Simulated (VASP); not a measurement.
## Pt: single point with PBE

The system is Pt.

```
CELL_PARAMETERS angstrom
0.00000 2.07895 2.07895
2.07895 0.00000 2.07895
2.07895 2.07895 0.00000
ATOMIC_POSITIONS crystal
Pt 0.00000 0.00000 0.00000
```

```
Program             : VASP 6.6.1
Task                : single point
Functional          : PBE
Potentials or basis : VASP PAW PBE potentials, release 64 (Pt)
Cutoff              : 500 eV
k mesh              : 8 × 8 × 8
Occupations         : gaussian, width 0.1 eV
Spin                : no spin polarisation
```

| Property | Result |
| --- | --- |
| Pressure | -23.8 GPa |
| Band gap on the k mesh | zero (bands 5 and 6 overlap by 1.63 eV) |

Levels at points of the mesh, in eV from the Fermi level:
| k point | band 3 | band 4 | band 5 | band 6 | band 7 | band 8 |
| --- | --- | --- | --- | --- | --- | --- |
| (0.00, 0.00, 0.00) | -2.80 | -2.80 | -1.20 | -1.20 | 15.01 | 19.00 |
| (0.50, 0.00, 0.00) | -2.84 | 0.04 | 0.04 | 0.28 | 4.67 | 14.53 |
| (0.50, 0.50, 0.00) | 0.01 | 0.37 | 0.37 | 2.18 | 7.19 | 10.87 |

Wall time 4.9 s on 1 thread of Intel Xeon 8259CL, on a shared host, peak memory 0.14 GiB.

Caveat: the cell stands under tension; spin-orbit coupling is left out, which moves the levels of the heavy elements.
